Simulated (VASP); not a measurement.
BeTe:

```
Te Be
1.0
     0.00000    2.77000    2.77000
     2.77000    0.00000    2.77000
     2.77000    2.77000    0.00000
Te Be
1 1
Direct
  0.75000 0.75000 0.75000
  0.00000 0.00000 0.00000
```

* Program: VASP 6.6.1
* Task: relaxation of cell and atoms
* Functional: BLYP
* Potentials or basis: VASP PAW PBE potentials, release 64 (Te, Be)
* Cutoff: 600 eV
* k mesh: 8 × 8 × 8
* Occupations: fermi-dirac, width 0.05 eV
* Spin: no spin polarisation

At the start: pressure 7.4 GPa; volume 21.25 Å³/atom.

**Question.** Where does the relaxation end?

**Answer.** Over 3 steps the energy falls by 54.9 meV/atom and the volume is 23.85 Å³/atom (+12.2 %); space group F-43m (No. 216, to 0.05 Å).

Step by step:
```tsv
step	energy change (eV)	largest force (eV/Å)	pressure (GPa)	volume (Å³)
1	0.0000	0.0000	7.44	42.51
2	-0.1056	0.0000	-1.15	48.88
3	-0.1098	0.0000	0.02	47.70
```

Final structure:
```
Te Be
1.0
     0.00000    2.87841    2.87841
     2.87841    0.00000    2.87841
     2.87841    2.87841    0.00000
Te Be
1 1
Direct
  0.75000 0.75000 0.75000
  0.00000 0.00000 0.00000
```

Caveat: the PAW data sets were made with another functional, which shifts forces and pressure a little; the volume moved by +12 % from the deposited cell, more than functionals usually miss.
